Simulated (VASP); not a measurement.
# MgO (P6_3/mmc) in VASP: notebook, part 2 of 2

VASP 6.6.1.

### 3 Single point, r2SCAN

This run uses another cell than the first one, of the same volume but with other edges.

POSCAR reads:

```
MgO
1.0
    3.2786675925      0.0000000000      0.0000000000
   -1.6393337963      2.8394094257      0.0000000000
    0.0000000000      0.0000000000      4.7266593998
Mg O
2 2
Direct
    0.6666666667      0.3333333333      0.7500000000
    0.3333333333      0.6666666667      0.2500000000
    0.6666666667      0.3333333333      0.2500000000
    0.3333333333      0.6666666667      0.7500000000
```

INCAR.step1 reads:

```
PREC     = Accurate       # precision mode
ENCUT    = 520            # plane-wave cutoff, eV
ISMEAR   = 0              # smearing method
SIGMA    = 0.05           # smearing width, eV
LREAL    = F              # projectors in reciprocal space
LASPH    = T              # aspherical terms in the spheres
NELM     = 60             # most SCF steps
NBANDS   = 16             # bands
GGA      = PE             # functional
ALGO     = Normal         # electronic algorithm
EDIFF    = 1E-4           # SCF threshold, eV
LWAVE    = T              # write WAVECAR
LCHARG   = F              # write CHGCAR
```

INCAR.step2 reads:

```
PREC     = Accurate       # precision mode
ENCUT    = 520            # plane-wave cutoff, eV
EDIFF    = 1E-7           # SCF threshold, eV
ISMEAR   = 0              # smearing method
SIGMA    = 0.05           # smearing width, eV
LREAL    = F              # projectors in reciprocal space
LASPH    = T              # aspherical terms in the spheres
NELM     = 60             # most SCF steps
ALGO     = Normal         # electronic algorithm
ISIF     = 2              # what is computed and relaxed
LWAVE    = F              # write WAVECAR
LCHARG   = F              # write CHGCAR
METAGGA  = R2SCAN         # meta-GGA
LMIXTAU  = T            
NBANDS   = 16             # bands
ISTART   = 1
```

KPOINTS reads:

```
Automatic mesh
0
Gamma
  12 12 6
```

Potentials or basis: VASP PAW PBE potentials, release 64 (Mg, O).

Launch:

```bash
> cat potpaw_PBE.64/Mg/POTCAR potpaw_PBE.64/O/POTCAR > POTCAR
> cp INCAR.step1 INCAR
> mpirun -np 1 vasp_std > vasp.out
> cp INCAR.step2 INCAR
> mpirun -np 1 vasp_std > vasp.out
```

OUTCAR:

```text
PREC = Accurate
   ENCUT = 520
   EDIFF = 1E-7
   ISMEAR = 0
   LREAL = F
   LASPH = T
   NELM = 60
   ISIF = 2
   METAGGA = R2SCAN
   ISTART = 1

 ion  position               nearest neighbor table
   1  0.667  0.333  0.750-   4 1.89   4 1.89   4 1.89   3 2.36   3 2.36   2 3.03   2 3.03   2 3.03
                             2 3.03   2 3.03   2 3.03
   2  0.333  0.667  0.250-   3 1.89   3 1.89   3 1.89   4 2.36   4 2.36   1 3.03   1 3.03   1 3.03
                             1 3.03   1 3.03   1 3.03
   3  0.667  0.333  0.250-   2 1.89   2 1.89   2 1.89   1 2.36   1 2.36
   4  0.333  0.667  0.750-   1 1.89   1 1.89   1 1.89   2 2.36   2 2.36

  LATTYP: Found a hexagonal cell.
 ALAT       =     3.2786675925
 C/A-ratio  =     1.4416403208

  Lattice vectors:

 A1 = (   3.2786675925,   0.0000000000,   0.0000000000)
 A2 = (  -1.6393337963,   2.8394094257,   0.0000000000)
 A3 = (   0.0000000000,   0.0000000000,   4.7266593998)

Analysis of symmetry for initial positions (statically):
=====================================================================
 Subroutine PRICEL returns:
 Original cell was already a primitive cell.

 Routine SETGRP: Setting up the symmetry group for a
 hexagonal supercell.

 Subroutine GETGRP returns: Found 24 space group operations
 (whereof 12 operations were pure point group operations)
 out of a pool of 24 trial point group operations.

The static configuration has the point symmetry D_3d.
 The point group associated with its full space group is D_6h.

Analysis of symmetry for dynamics (positions and initial velocities):
=====================================================================
 Subroutine PRICEL returns:
 Original cell was already a primitive cell.

 Routine SETGRP: Setting up the symmetry group for a
 hexagonal supercell.

 Subroutine GETGRP returns: Found 24 space group operations
 (whereof 12 operations were pure point group operations)
 out of a pool of 24 trial point group operations.

The dynamic configuration has the point symmetry D_3d.
 The point group associated with its full space group is D_6h.

 Subroutine INISYM returns: Found 24 space group operations
 (whereof 12 operations are pure point group operations),
 and found     1 'primitive' translations

----------------------------------------------------------------------------------------

                                     Primitive cell

  volume of cell :      44.0027

  direct lattice vectors                    reciprocal lattice vectors
     3.278667593  0.000000000  0.000000000     0.305001947  0.176092956  0.000000000
    -1.639333796  2.839409426  0.000000000     0.000000000  0.352185913  0.000000000
     0.000000000  0.000000000  4.726659400     0.000000000  0.000000000  0.211565911

  length of vectors
     3.278667593  3.278667593  4.726659400     0.352185913  0.352185913  0.211565911

  position of ions in fractional coordinates (direct lattice)
     0.666666667  0.333333333  0.750000000
     0.333333333  0.666666667  0.250000000
     0.666666667  0.333333333  0.250000000
     0.333333333  0.666666667  0.750000000

  ion indices of the primitive-cell ions
   primitive index   ion index
                 1           1
[... 29 lines left out ...]

 Following reciprocal coordinates:
            Coordinates               Weight
  0.000000  0.000000  0.000000      1.000000
  0.083333  0.000000  0.000000      6.000000
  0.166667  0.000000  0.000000      6.000000
  0.250000 -0.000000  0.000000      6.000000
  0.333333  0.000000  0.000000      6.000000
  0.416667  0.000000  0.000000      6.000000
[... 16 lines left out ...]
  0.250000 -0.000000  0.166667     12.000000
  0.333333  0.000000  0.166667     12.000000
 [... further k-points ...]
   k-points           NKPTS =     76   k-points in BZ     NKDIM =     76   number of bands    NBANDS=     16
   number of dos      NEDOS =    301   number of ions     NIONS =      4
   total plane-waves  NPLWV =  20736
   dimension x,y,z NGX =    24 NGY =   24 NGZ =   36
   dimension x,y,z NGXF=    48 NGYF=   48 NGZF=   72
   ions per type =               2   2
   NGX,Y,Z   is equivalent  to a cutoff of  12.17, 12.17, 12.66 a.u.
   NGXF,Y,Z  is equivalent  to a cutoff of  24.34, 24.34, 25.32 a.u.
 SYSTEM =  unknown system
   PREC   = accura    normal or accurate (medium, high low for compatibility)
   ISTART =      1    job   : 0-new  1-cont  2-samecut
   ICHARG =      0    charge: 1-file 2-atom 10-const
   ISPIN  =      1    spin polarized calculation?
   LNONCOLLINEAR =      F non collinear calculations
   LSORBIT =      F    spin-orbit coupling
   LASPH  =      T    aspherical Exc in radial PAW
   ENCUT  =  520.0 eV  38.22 Ry    6.18 a.u.   6.10  6.10  8.79*2*pi/ulx,y,z
   NELM   =     60;   NELMIN=  2; NELMDL=  0     # of ELM steps
   EDIFF  = 0.1E-06   stopping-criterion for ELM
   LREAL  =      F    real-space projection
   EDIFFG = 0.1E-05   stopping-criterion for IOM
   NSW    =      0    number of steps for IOM
   IBRION =     -1    ionic relax: 0-MD 1-quasi-New 2-CG
   NFREE  =      0    steps in history (QN), initial steepest desc. (CG)
   ISIF   =      2    stress and relaxation
   ISYM   =      2    0-nonsym 1-usesym 2-fastsym
   POTIM  = 0.5000    time-step for ionic-motion
   TEBEG  =    0.0;   TEEND  =   0.0 temperature during run
   PSTRESS=    0.0 pullay stress
   NELECT =      16.0000    total number of electrons
   NUPDOWN=      -1.0000    fix difference up-down
   EMIN   =  10.00;   EMAX   =-10.00  energy-range for DOS
   EFERMI =   0.00;   METHOD = LEGACY
   ISMEAR =     0;   SIGMA  =   0.05  broadening in eV -4-tet -1-fermi 0-gaus
   EFERMI_NEDOS =   21; number of points for ismear=-14 and -15
   IALGO  =     38    algorithm
   IMIX   =      4    mixing-type and parameters
     AMIX     =   0.40;   BMIX     =  1.00
     AMIX_MAG =   1.60;   BMIX_MAG =  1.00
  volume/ion in A,a.u.               =      11.00        74.24
  Fermi-wavevector in a.u.,A,eV,Ry     =   1.168481  2.208109 18.576679  1.365347
  Thomas-Fermi vector in A             =   2.304967
   LORBIT       =      0    0 simple, 1 ext, 2 COOP (PROOUT), +10 PAW based schemes
   METAGGA = R2SCAN    functional components
   LHFCALC =     F    Hartree Fock is set to
   AEXX    =    0.0000 exact exchange contribution
   IVDW    =     0    specifies the selected vdW correction
   LEPSILON=     F    determine dielectric tensor
   LRPA    =     F    only Hartree local field effects (RPA)
 non-spin polarized calculation
 Gauss-broadening in eV      SIGMA  =   0.05
  energy-cutoff  :      520.00
  volume of cell :       44.00
 maximum number of plane-waves:      1206
   NGX = 13   NGY = 13   NGZ = 17

 number of electron      16.0000014 magnetization

 Free energy of the ion-electron system (eV)
  ---------------------------------------------------
  ext. energy  EPLUGINS =         0.00000000
  ---------------------------------------------------
  free energy    TOTEN  =       -31.58121681 eV

  energy without entropy =      -31.58121681  energy(sigma->0) =      -31.58121681

 E-fermi :   2.0047     XC(G=0): -10.5564

 val. band max:        1.6941971743   @ k =   0.0000   0.0000   0.0000
 cond. band min:       5.6644652800   @ k =   0.0000   0.0000   0.0000
 fundamental gap:      3.9702681057
 Fermi energy:         2.0047438050

 k-point     1 :       0.0000    0.0000    0.0000
  band No.  band energies     occupation
      1     -16.2905      2.00000
      2     -15.2827      2.00000
      3      -2.3232      2.00000
      4       0.0768      2.00000
      5       0.0768      2.00000
      6       0.5664      2.00000
[... 433 lines left out ...]
      3      -1.8706      2.00000
      4      -1.2453      2.00000
      5      -0.6012      2.00000
      6      -0.2632      2.00000
[... 8 lines left out ...]
     15      16.5087      0.00000
     16      18.0400      0.00000

 [... further k-points ...]

------------------------ aborting loop because EDIFF is reached ----------------------------------------

  FORCE on cell =-STRESS in cart. coord.  units (eV):
  Direction    XX          YY          ZZ          XY          YZ          ZX
  --------------------------------------------------------------------------------------
  -------------------------------------------------------------------------------------
  Total        4.4827472      4.4827472     -3.1501850     -0.0000000     -0.0000000      0.0000000
  in kB      163.2206549    163.2206549   -114.7009256     -0.0000000     -0.0000000      0.0000000
  external PRESSURE =      70.5801281 kB  Pullay stress =       0.0000000 kB

 VOLUME and BASIS-vectors are now :
 -----------------------------------------------------------------------------
  energy-cutoff  :      520.00
  volume of cell :       44.00
      direct lattice vectors                 reciprocal lattice vectors
     3.278667593  0.000000000  0.000000000     0.305001947  0.176092956  0.000000000
    -1.639333796  2.839409426  0.000000000     0.000000000  0.352185913  0.000000000
     0.000000000  0.000000000  4.726659400     0.000000000  0.000000000  0.211565911

 POSITION                                       TOTAL-FORCE (eV/Angst)
 -----------------------------------------------------------------------------------
      1.63933      0.94647      3.54499        -0.000000     -0.000000      0.000000
     -0.00000      1.89294      1.18166         0.000000      0.000000      0.000000
      1.63933      0.94647      1.18166         0.000000      0.000000      0.000000
     -0.00000      1.89294      3.54499         0.000000     -0.000000      0.000000
 -----------------------------------------------------------------------------------
    total drift:                                0.000000     -0.000000      0.000000

  FREE ENERGIE OF THE ION-ELECTRON SYSTEM (eV)
  ---------------------------------------------------
  free  energy   TOTEN  =       -31.5812168095 eV

  energy  without entropy=      -31.5812168095  energy(sigma->0) =      -31.58121681
```

Run time: 93 s. Hardware: 1 thread of Intel Xeon 6975P-C (Granite Rapids), shared host; peak memory 0.19 GiB.

What came out:

- Free energy: -31.5812 eV
- Pressure: 7.1 GPa
- Band gap on the k mesh: 3.97 eV

Levels at points of the mesh, in eV from the valence-band top:
```
           k point  band 4  band 5  band 6  band 7  band 8  band 9  band 10  band 11  band 12  band 13
(0.00, 0.00, 0.00)   -1.62   -1.62   -1.13   -1.13    0.00    3.97    10.03    11.57    14.91    14.91
(0.50, 0.00, 0.00)   -2.67   -2.42   -2.12   -1.28   -1.02    8.15     9.43     9.48    13.17    13.73
(0.00, 0.00, 0.50)   -2.48   -1.38   -1.38   -1.38   -1.38    6.93     6.93    14.56    14.56    15.29
(0.50, 0.00, 0.50)   -3.90   -1.61   -1.61   -1.13   -1.13    7.91     7.91    12.39    12.39    14.15
```

Caveat: the stress differs along the axes, from -11 to 16 GPa; the PAW data sets were made with another functional, which shifts forces and pressure a little. A k mesh can miss the band edges.

### 4 Single point, r2SCAN

This run uses another cell than the first one, of the same volume but with other edges.

POSCAR reads:

```
MgO
1.0
    3.5822992397      0.0000000000      0.0000000000
   -1.7911496199      3.1023621455      0.0000000000
    0.0000000000      0.0000000000      3.9593633859
Mg O
2 2
Direct
    0.6666666667      0.3333333333      0.7500000000
    0.3333333333      0.6666666667      0.2500000000
    0.6666666667      0.3333333333      0.2500000000
    0.3333333333      0.6666666667      0.7500000000
```

INCAR.step1 reads:

```
SYSTEM = MgO
PREC = Accurate ; ENCUT = 520
ISMEAR = 0 ; SIGMA = 0.05
LREAL = .False. ; LASPH = .True.
NELM = 60 ; NBANDS = 16
GGA = PE ; ALGO = Normal
EDIFF = 1E-4 ; LWAVE = .True.
LCHARG = .False.
```

INCAR.step2 reads:

```
SYSTEM = MgO
PREC = Accurate ; ENCUT = 520
EDIFF = 1E-7 ; ISMEAR = 0
SIGMA = 0.05 ; LREAL = .False.
LASPH = .True. ; NELM = 60
ALGO = Normal ; ISIF = 2
LWAVE = .False. ; LCHARG = .True.
METAGGA = R2SCAN ; LMIXTAU = .True.
LELF = .True. ; LVHAR = .True.
NBANDS = 16 ; ISTART = 1
```

KPOINTS reads:

```
regular mesh
0
Gamma
  12 12 6
  0 0 0
```

Launch:

```bash
> cat potpaw_PBE.64/Mg/POTCAR potpaw_PBE.64/O/POTCAR > POTCAR
> cp INCAR.step1 INCAR
> mpirun -np 1 vasp_std > vasp.out
> cp INCAR.step2 INCAR
> mpirun -np 1 vasp_std > vasp.out
```

Run time: 2.3 min. Hardware: 1 thread of Intel Xeon 6975P-C (Granite Rapids), shared host; peak memory 0.2 GiB.

It converged, with:

```yaml
Free_energy: -31.9402 eV
Pressure: 1.9 GPa
Band_gap_on_the_k_mesh: 4.16 eV
```

Stress tensor (GPa, compression positive):
```
-4.27  0.00  0.00
 0.00 -4.27  0.00
 0.00  0.00 14.18
```

Levels at points of the mesh, in eV from the valence-band top:
```
           k point  band 6  band 7  band 8  band 9  band 10  band 11
(0.00, 0.00, 0.00)   -0.61   -0.61    0.00    4.16    10.90    13.07
(0.50, 0.00, 0.00)   -1.56   -1.21   -0.22    7.57    10.24    11.40
(0.00, 0.00, 0.50)   -1.21   -1.21   -1.21    7.30     7.30    13.45
(0.50, 0.00, 0.50)   -1.45   -0.65   -0.65    8.17     8.17    13.20
```

Caveat: the stress differs along the axes, from -4 to 14 GPa; the PAW data sets were made with another functional, which shifts forces and pressure a little. A k mesh can miss the band edges.

### 5 Overview

```tsv
cell	gap on the mesh (eV)	pressure (GPa)
a = 3.678, b = 3.678, c = 3.756 Å, angles 90.0, 90.0, 120.0°, 4 atoms	4.11	9.0
a = 3.279, b = 3.279, c = 4.727 Å, angles 90.0, 90.0, 120.0°, 4 atoms	3.97	7.1
a = 3.582, b = 3.582, c = 3.959 Å, angles 90.0, 90.0, 120.0°, 4 atoms	4.16	1.9
```

Alike in all rows: task single point; level r2SCAN; potentials or basis VASP PAW PBE potentials, release 64 (Mg, O); no spin polarisation; k mesh 12 × 12 × 6; cutoff (eV) 520; smearing gaussian 0.05 eV.

Caveats: the PAW data sets were made with another functional, which shifts forces and pressure a little; the stress differs along the axes, from -6 to 39 GPa (at least some runs); the stress differs along the axes, from -11 to 16 GPa (at least some runs); the stress differs along the axes, from -4 to 14 GPa (at least some runs).

Absolute energies hang on the potentials; compare differences alone.
